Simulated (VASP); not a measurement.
# Al in VASP: a series of runs

Runs on Al. Level: PBE. Tasks: single point.

All numbers are computed with VASP 6.6.1; they aren't measurements. Logs are shortened: lines on timing, memory, paths and dates and some standing lists are left out, and cuts for length are marked.

### 1 The cell of the first run

The structure is monoclinic, space group C2/m (No. 12). Conventional cell: a = 3.200 Å, b = 4.650 Å, c = 2.746 Å, α = 90.00°, β = 124.31°, γ = 90.00°. Al (site symmetry 2/m) has 14 Al at 2.75 to 3.25 Å within 3.6 Å.

### 2 Single point, PBE

INCAR

```
PREC     = Accurate       # precision mode
ENCUT    = 520            # plane-wave cutoff, eV
EDIFF    = 1E-7           # SCF threshold, eV
ISMEAR   = 0              # smearing method
SIGMA    = 0.1            # smearing width, eV
LREAL    = False          # projectors in reciprocal space
LASPH    = True           # aspherical terms in the spheres
NELM     = 100            # most SCF steps
ALGO     = Normal         # electronic algorithm
ISIF     = 2              # what is computed and relaxed
LWAVE    = False          # write WAVECAR
LCHARG   = False          # write CHGCAR
GGA      = PE             # functional
NBANDS   = 8              # bands
```

KPOINTS

```
Automatic mesh
0
Gamma
  8 8 8
```

POSCAR

```
Al
1.0
    1.6002232133     -2.3247733508      0.0000000000
    1.6002232133      2.3247733508      0.0000000000
   -1.5478738769      0.0000000000      2.2681753933
Al
1
Direct
    0.0000000000      0.0000000000      0.5000000000
```

Potentials or basis: VASP PAW PBE potentials, release 64 (Al).

The run is started by

```sh
> cat potpaw_PBE.64/Al/POTCAR > POTCAR
> mpirun -np 1 vasp_std > vasp.out
```

OUTCAR:

```text
PREC = Accurate
   ENCUT = 520
   EDIFF = 1E-7
   ISMEAR = 0
   LREAL = False
   LASPH = True
   NELM = 100
   ISIF = 2
   GGA = PE

 ion  position               nearest neighbor table
   1  0.000  0.000  0.500-

  LATTYP: Found a base centered monoclinic cell.
 ALAT       =     3.2004464266
 B/A-ratio  =     1.4527806693
 C/A-ratio  =     0.8580062770
 COS(beta)  =    -0.5636824896

  Lattice vectors:

 A1 = (   1.6002232133,  -2.3247733508,   0.0000000000)
 A2 = (   1.6002232133,   2.3247733508,   0.0000000000)
 A3 = (  -1.5478738769,   0.0000000000,   2.2681753933)

Analysis of symmetry for initial positions (statically):
=====================================================================
 Subroutine PRICEL returns:
 Original cell was already a primitive cell.

 Routine SETGRP: Setting up the symmetry group for a
 base centered monoclinic supercell.

 Subroutine GETGRP returns: Found  4 space group operations
 (whereof  4 operations were pure point group operations)
 out of a pool of  4 trial point group operations.

The static configuration has the point symmetry C_2h.

Analysis of symmetry for dynamics (positions and initial velocities):
=====================================================================
 Subroutine PRICEL returns:
 Original cell was already a primitive cell.

 Routine SETGRP: Setting up the symmetry group for a
 base centered monoclinic supercell.

 Subroutine GETGRP returns: Found  4 space group operations
 (whereof  4 operations were pure point group operations)
 out of a pool of  4 trial point group operations.

The dynamic configuration has the point symmetry C_2h.

 Subroutine INISYM returns: Found  4 space group operations
 (whereof  4 operations are pure point group operations),
 and found     1 'primitive' translations

----------------------------------------------------------------------------------------

                                     Primitive cell

  volume of cell :      16.8759

  direct lattice vectors                    reciprocal lattice vectors
     1.600223213 -2.324773351  0.000000000     0.312456410 -0.215074730  0.213230033
     1.600223213  2.324773351  0.000000000     0.312456410  0.215074730  0.213230033
    -1.547873877  0.000000000  2.268175393     0.000000000  0.000000000  0.440883012

  length of vectors
     2.822283732  2.822283732  2.746003123     0.435147325  0.435147325  0.440883012

  position of ions in fractional coordinates (direct lattice)
     0.000000000  0.000000000  0.500000000

  ion indices of the primitive-cell ions
   primitive index   ion index
                 1           1

----------------------------------------------------------------------------------------

 KPOINTS: Automatic mesh

Automatic generation of k-mesh.
 Grid dimensions read from file:
 generate k-points for:    8    8    8

 Generating k-lattice:

  Cartesian coordinates                     Fractional coordinates (reciprocal lattice)
     0.039057051 -0.026884341  0.026653754     0.125000000  0.000000000  0.000000000
     0.039057051  0.026884341  0.026653754     0.000000000  0.125000000  0.000000000
     0.000000000  0.000000000  0.055110377     0.000000000  0.000000000  0.125000000

  Length of vectors
     0.054393416  0.054393416  0.055110377

  Shift w.r.t. Gamma in fractional coordinates (k-lattice)
     0.000000000  0.000000000  0.000000000

 Subroutine IBZKPT returns following result:
 ===========================================

 Found    150 irreducible k-points:

 Following reciprocal coordinates:
            Coordinates               Weight
  0.000000  0.000000  0.000000      1.000000
  0.125000  0.000000  0.000000      4.000000
  0.250000  0.000000  0.000000      4.000000
  0.375000  0.000000 -0.000000      4.000000
  0.500000  0.000000  0.000000      2.000000
  0.125000  0.125000  0.000000      2.000000
[... 16 lines left out ...]
  0.125000  0.000000  0.125000      4.000000
  0.250000  0.000000  0.125000      4.000000
 [... further k-points ...]
   k-points           NKPTS =    150   k-points in BZ     NKDIM =    150   number of bands    NBANDS=      8
   number of dos      NEDOS =    301   number of ions     NIONS =      1
   total plane-waves  NPLWV =  11520
   dimension x,y,z NGX =    24 NGY =   24 NGZ =   20
   dimension x,y,z NGXF=    48 NGYF=   48 NGZF=   40
   ions per type =               1
   NGX,Y,Z   is equivalent  to a cutoff of  14.14, 14.14, 12.11 a.u.
   NGXF,Y,Z  is equivalent  to a cutoff of  28.27, 28.27, 24.22 a.u.
 SYSTEM =  unknown system
   PREC   = accura    normal or accurate (medium, high low for compatibility)
   ISTART =      0    job   : 0-new  1-cont  2-samecut
   ICHARG =      2    charge: 1-file 2-atom 10-const
   ISPIN  =      1    spin polarized calculation?
   LNONCOLLINEAR =      F non collinear calculations
   LSORBIT =      F    spin-orbit coupling
   LASPH  =      T    aspherical Exc in radial PAW
   ENCUT  =  520.0 eV  38.22 Ry    6.18 a.u.   5.25  5.25  5.11*2*pi/ulx,y,z
   NELM   =    100;   NELMIN=  2; NELMDL= -5     # of ELM steps
   EDIFF  = 0.1E-06   stopping-criterion for ELM
   LREAL  =      F    real-space projection
   EDIFFG = 0.1E-05   stopping-criterion for IOM
   NSW    =      0    number of steps for IOM
   IBRION =     -1    ionic relax: 0-MD 1-quasi-New 2-CG
   NFREE  =      0    steps in history (QN), initial steepest desc. (CG)
   ISIF   =      2    stress and relaxation
   ISYM   =      2    0-nonsym 1-usesym 2-fastsym
   POTIM  = 0.5000    time-step for ionic-motion
   TEBEG  =    0.0;   TEEND  =   0.0 temperature during run
   PSTRESS=    0.0 pullay stress
   NELECT =       3.0000    total number of electrons
   NUPDOWN=      -1.0000    fix difference up-down
   EMIN   =  10.00;   EMAX   =-10.00  energy-range for DOS
   EFERMI =   0.00;   METHOD = LEGACY
   ISMEAR =     0;   SIGMA  =   0.10  broadening in eV -4-tet -1-fermi 0-gaus
   EFERMI_NEDOS =   21; number of points for ismear=-14 and -15
   IALGO  =     38    algorithm
   IMIX   =      4    mixing-type and parameters
     AMIX     =   0.40;   BMIX     =  1.00
     AMIX_MAG =   1.60;   BMIX_MAG =  1.00
  volume/ion in A,a.u.               =      16.88       113.88
  Fermi-wavevector in a.u.,A,eV,Ry     =   0.920505  1.739502 11.528608  0.847329
  Thomas-Fermi vector in A             =   2.045817
   LORBIT       =      0    0 simple, 1 ext, 2 COOP (PROOUT), +10 PAW based schemes
   GGA     = PE    functional components
   LHFCALC =     F    Hartree Fock is set to
   AEXX    =    0.0000 exact exchange contribution
   IVDW    =     0    specifies the selected vdW correction
   LEPSILON=     F    determine dielectric tensor
   LRPA    =     F    only Hartree local field effects (RPA)
 non-spin polarized calculation
 Gauss-broadening in eV      SIGMA  =   0.10
  energy-cutoff  :      520.00
  volume of cell :       16.88
 maximum number of plane-waves:       464
 NGX is ok and might be reduce to    24

 number of electron       3.0000000 magnetization

 Free energy of the ion-electron system (eV)
  ---------------------------------------------------
  ext. energy  EPLUGINS =         0.00000000
  ---------------------------------------------------
  free energy    TOTEN  =        -3.61801559 eV

  energy without entropy =       -3.61533970  energy(sigma->0) =       -3.61667765

 E-fermi :   7.9099     XC(G=0): -10.1193

 val. band max:        7.9053806490   @ k =  -0.3750  -0.3750   0.2500
 cond. band min:       7.9224088184   @ k =  -0.3750   0.5000   0.2500
 fundamental gap:      0.0170281694
 Fermi energy:         7.9099330203

 k-point     1 :       0.0000    0.0000    0.0000
  band No.  band energies     occupation
      1      -3.2081      2.00000
      2      20.5481      0.00000
      3      20.8805      0.00000
      4      21.1348      0.00000
      5      21.6720      0.00000
      6      21.9809      0.00000
      7      22.6517      0.00000
      8      23.8174      0.00000

 k-point     2 :       0.1250    0.0000    0.0000
  band No.  band energies     occupation
      1      -2.7705      2.00000
      2      16.8476      0.00000
      3      18.7789      0.00000
      4      19.3768      0.00000
      5      20.9426      0.00000
      6      22.1258      0.00000
      7      23.8313      0.00000
      8      24.3956      0.00000

 k-point     3 :       0.2500    0.0000    0.0000
  band No.  band energies     occupation
      1      -1.4653      2.00000
      2      11.8482      0.00000
      3      17.0400      0.00000
      4      17.5086      0.00000
      5      19.2098      0.00000
      6      20.6089      0.00000
      7      25.4713      0.00000
      8      25.7074      0.00000

 k-point     4 :       0.3750    0.0000   -0.0000
  band No.  band energies     occupation
      1       0.6851      2.00000
      2       7.3991      2.00000
      3      16.0003      0.00000
      4      16.2831      0.00000
      5      18.1111      0.00000
      6      19.5584      0.00000
      7      27.1766      0.00000
      8      27.8736      0.00000

 k-point     5 :       0.5000    0.0000    0.0000
  band No.  band energies     occupation
      1       3.4848      2.00000
      2       3.8270      2.00000
      3      15.6608      0.00000
      4      15.8592      0.00000
      5      17.7406      0.00000
      6      19.1857      0.00000
      7      28.5986      0.00000
      8      29.7057      0.00000
[... 177 lines left out ...]
 k-point    22 :       0.0000    0.0000    0.1250
  band No.  band energies     occupation
      1      -2.7589      2.00000
      2      17.2526      0.00000
      3      18.8938      0.00000
      4      19.6675      0.00000
      5      20.9143      0.00000
      6      21.7685      0.00000
      7      23.2078      0.00000
      8      23.4866      0.00000

 k-point    23 :       0.1250    0.0000    0.1250
  band No.  band energies     occupation
      1      -1.8907      2.00000
      2      14.5179      0.00000
      3      15.1551      0.00000
      4      17.5560      0.00000
      5      20.8015      0.00000
      6      21.9411      0.00000
      7      24.8275      0.00000
      8      25.0976      0.00000

 k-point    24 :       0.2500    0.0000    0.1250
  band No.  band energies     occupation
      1      -0.1662      2.00000
      2       9.8587      0.00000
      3      13.5519      0.00000
      4      16.0388      0.00000
      5      19.4776      0.00000
      6      22.9447      0.00000
      7      24.6856      0.00000
      8      28.2299      0.00000

 [... further k-points ...]

------------------------ aborting loop because EDIFF is reached ----------------------------------------

  FORCE on cell =-STRESS in cart. coord.  units (eV):
  Direction    XX          YY          ZZ          XY          YZ          ZX
  --------------------------------------------------------------------------------------
  -------------------------------------------------------------------------------------
  Total        0.1053055      0.0621954     -0.0607706      0.0000000      0.0000000      0.1729913
  in kB        9.9975560      5.9047460     -5.7694755      0.0000000      0.0000000     16.4235465
  external PRESSURE =       3.3776088 kB  Pullay stress =       0.0000000 kB

 VOLUME and BASIS-vectors are now :
 -----------------------------------------------------------------------------
  energy-cutoff  :      520.00
  volume of cell :       16.88
      direct lattice vectors                 reciprocal lattice vectors
     1.600223213 -2.324773351  0.000000000     0.312456410 -0.215074730  0.213230033
     1.600223213  2.324773351  0.000000000     0.312456410  0.215074730  0.213230033
    -1.547873877  0.000000000  2.268175393     0.000000000  0.000000000  0.440883012

 POSITION                                       TOTAL-FORCE (eV/Angst)
 -----------------------------------------------------------------------------------
     -0.77394      0.00000      1.13409        -0.000000     -0.000000      0.000000
 -----------------------------------------------------------------------------------
    total drift:                                0.000000      0.000000     -0.000000

  FREE ENERGIE OF THE ION-ELECTRON SYSTEM (eV)
  ---------------------------------------------------
  free  energy   TOTEN  =        -3.6180155901 eV

  energy  without entropy=       -3.6153397002  energy(sigma->0) =       -3.61667765
```

Run time: 5.6 s. Hardware: 1 thread of Intel Xeon 6975P-C (Granite Rapids), shared host; peak memory 0.13 GiB.

What came out:

```
Free energy : -3.6180 eV
Pressure    : 0.3 GPa
```

### 3 Single point, PBE

This run uses another cell than the first one: it holds 6 atoms, not 1.

INCAR

```
SYSTEM = Al
ALGO = Fast
EDIFF = 1E-6
ENCUT = 520
GGA = PE
ISIF = 2
ISMEAR = 0
LASPH = .True.
LCHARG = .False.
LREAL = .False.
LWAVE = .False.
NBANDS = 18
NELM = 100
PREC = Accurate
SIGMA = 0.2
```

KPOINTS

```
k-points
0
Gamma
  6 6 4
  0 0 0
```

POSCAR

```
Al
1.0
    4.5816994703     -0.0229495983     -0.0223204632
   -2.3091119837      4.0356271233     -0.0003140152
   -0.0205455476     -0.0128060377      5.4919528859
Al
6
Direct
    0.8329222766      0.6667153111      0.1665826387
    0.1668681270      0.3333574035      0.8333313954
    0.4997634473      1.0000751259      0.0000860096
    0.5002347773      0.9999336984      0.5000876002
    1.1664660369      0.3333115377      0.3333316187
    0.8337453349      0.6666069234      0.6665807375
```

Potentials or basis: VASP PAW PBE potentials, release 64 (Al).

The run is started by

```sh
> cat potpaw_PBE.64/Al/POTCAR > POTCAR
> mpirun -np 1 vasp_std > vasp.out
```

OUTCAR:

```text
SYSTEM = Al
   EDIFF = 1E-6
   ENCUT = 520
   GGA = PE
   ISIF = 2
   ISMEAR = 0
   LASPH = .True.
   LREAL = .False.
   NELM = 100
   PREC = Accurate

 ion  position               nearest neighbor table
   1  0.833  0.667  0.167-   6 2.75   6 2.75   5 2.81   3 2.81   3 2.81   5 2.82   3 2.83   5 2.83
                             2 3.20   4 3.20   4 3.24   2 3.24   2 3.26   4 3.26
   2  0.167  0.333  0.833-   5 2.75   5 2.75   6 2.81   3 2.81   3 2.81   6 2.81   3 2.83   6 2.83
                             1 3.20   4 3.20   4 3.24   1 3.24   4 3.26   1 3.26
   3  0.500  0.000  0.000-   4 2.75   4 2.75   1 2.81   2 2.81   2 2.81   1 2.81   1 2.83   2 2.83
                             6 3.20   5 3.20   5 3.24   6 3.24   5 3.26   6 3.26
   4  0.500  1.000  0.500-   3 2.75   3 2.75   5 2.80   6 2.81   6 2.81   5 2.82   6 2.83   5 2.83
                             2 3.20   1 3.20   1 3.24   2 3.24   2 3.26   1 3.26
   5  0.166  0.333  0.333-   2 2.75   2 2.75   4 2.80   1 2.81   1 2.82   4 2.82   1 2.83   4 2.83
                             3 3.20   6 3.20   6 3.24   3 3.24   6 3.26   3 3.26
   6  0.834  0.667  0.667-   1 2.75   1 2.75   4 2.81   2 2.81   2 2.81   4 2.81   4 2.83   2 2.83
                             3 3.20   5 3.20   5 3.24   3 3.24   5 3.26   3 3.26

  LATTYP: Found a triclinic cell.
 ALAT       =     4.6115883515
 B/A-ratio  =     0.9935429977
 C/A-ratio  =     1.1909142422
[... 206 lines left out ...]
      4       5.5617      2.00000
      5       5.5619      2.00000
      6       5.6321      2.00000
[... 481 lines left out ...]
      5       3.6695      2.00000
      6       3.9143      2.00000
[... 10 lines left out ...]
     17      13.3154      0.00000
     18      13.5127      0.00000

 [... further k-points ...]

------------------------ aborting loop because EDIFF is reached ----------------------------------------

  FORCE on cell =-STRESS in cart. coord.  units (eV):
  Direction    XX          YY          ZZ          XY          YZ          ZX
  --------------------------------------------------------------------------------------
  -------------------------------------------------------------------------------------
  Total       -0.0321062     -0.0548308     -0.0421808     -0.0234702     -0.0909635      0.0288512
  in kB       -0.5080336     -0.8676171     -0.6674499     -0.3713812     -1.4393635      0.4565285
  external PRESSURE =      -0.6810336 kB  Pullay stress =       0.0000000 kB

 VOLUME and BASIS-vectors are now :
 -----------------------------------------------------------------------------
  energy-cutoff  :      520.00
  volume of cell :      101.25
      direct lattice vectors                 reciprocal lattice vectors
     4.581699470 -0.022949598 -0.022320463     0.218892390  0.125246306  0.001110930
    -2.309111984  4.035627123 -0.000314015     0.001247609  0.248506867  0.000584131
    -0.020545548 -0.012806038  5.491952886     0.000889697  0.000523237  0.182089140

 POSITION                                       TOTAL-FORCE (eV/Angst)
 -----------------------------------------------------------------------------------
      2.27326      2.66937      0.89606         0.001745     -0.000085      0.000261
     -0.02234      1.33080      4.57279        -0.001072     -0.000182      0.000070
      2.28959     -0.01117     -0.01068         0.001560     -0.000243     -0.000449
     -0.02731      4.01748      2.73498        -0.001318      0.000112     -0.000373
     -0.01380      1.33703      1.82682         0.001079      0.000135     -0.000065
      2.26701      2.66251      3.64201        -0.001994      0.000264      0.000556
 -----------------------------------------------------------------------------------
    total drift:                               -0.000000     -0.000000     -0.000000

  FREE ENERGIE OF THE ION-ELECTRON SYSTEM (eV)
  ---------------------------------------------------
  free  energy   TOTEN  =       -21.9894855636 eV

  energy  without entropy=      -21.9462927707  energy(sigma->0) =      -21.96788917
```

stdout:

```text
POSCAR found type information on POSCAR Al
 POSCAR found :  1 types and       6 ions
 scaLAPACK will be used
 LDA part: xc-table for (Slater+PW92), standard interpolation
 POSCAR, INCAR and KPOINTS ok, starting setup
 FFT: planning ... GRIDC
 FFT: planning ... GRID_SOFT
 FFT: planning ... GRID
 WAVECAR not read
 entering main loop
WARNING in EDDRMM: call to ZHEGV failed, returncode =   8  4     18
```

It took 48 s on 1 thread of Intel Xeon 6975P-C (Granite Rapids), shared host; peak memory 0.27 GiB.

What came out:

- Free energy: -21.9895 eV
- Pressure: -0.1 GPa
- Band gap on the k mesh: zero (band 9 reaches 9.64 eV, above the bottom of band 10 at 6.27 eV)

Forces on the atoms (eV/Å):
```
Al   0.002  0.000  0.000
Al  -0.001  0.000  0.000
Al   0.002  0.000  0.000
Al  -0.001  0.000  0.000
Al   0.001  0.000  0.000
Al  -0.002  0.000  0.001
```

Stress tensor (GPa, compression positive):
```
-0.05 -0.04  0.05
-0.04 -0.09 -0.14
 0.05 -0.14 -0.07
```
